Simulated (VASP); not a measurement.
Write the native input for VASP 6.6.1 that does the following.

- Task: single point
- Functional: PBE
- Potentials or basis: VASP PAW PBE potentials, release 64 (Na_pv, F)
- Cutoff: 520 eV
- k mesh: 6 × 6 × 6
- Occupations: gaussian, width 0.01 eV
- Spin: no spin polarisation
- Dipole correction: no
- Further INCAR settings: ALGO = Normal; EDIFF = 1e-06; NBANDS = 14

The structure of NaF lies in POSCAR:

```
NaF
1.0
    2.7461288420      0.0000000000      0.0000000000
    0.0000000000      2.7461288420      0.0000000000
    0.0000000000      0.0000000000      2.7461288420
Na F
1 1
Direct
    0.0000000000      0.0000000000      0.0000000000
    0.5000000000      0.5000000000      0.5000000000
```

This cell differs from its parent crystal: volume changed by -5%.

One way to write it, as run:

INCAR

```
ALGO     = Normal         # electronic algorithm
EDIFF    = 1E-6           # SCF threshold, eV
ENCUT    = 520            # plane-wave cutoff, eV
GGA      = PE             # functional
ISIF     = 2              # what is computed and relaxed
ISMEAR   = 0              # smearing method
LASPH    = T              # aspherical terms in the spheres
LCHARG   = F              # write CHGCAR
LREAL    = F              # projectors in reciprocal space
LWAVE    = F              # write WAVECAR
NBANDS   = 14             # bands
NELM     = 80             # most SCF steps
PREC     = Accurate       # precision mode
SIGMA    = 0.01           # smearing width, eV
```

KPOINTS

```
k-points
0
Gamma
  6 6 6
```

Potentials or basis: VASP PAW PBE potentials, release 64 (Na_pv, F).

Command:

```bash
$ cat potpaw_PBE.64/Na_pv/POTCAR potpaw_PBE.64/F/POTCAR > POTCAR
$ mpirun -np 1 vasp_std > vasp.out
```

It gave:

- Pressure: 8.1 GPa
- Band gap on the k mesh: 6.46 eV, indirect (least direct gap 6.82 eV)

It took 7.2 s on 1 thread of AMD EPYC 7R43 64-Core Processor (Zen 3), on a shared host, peak memory 0.08 GiB.
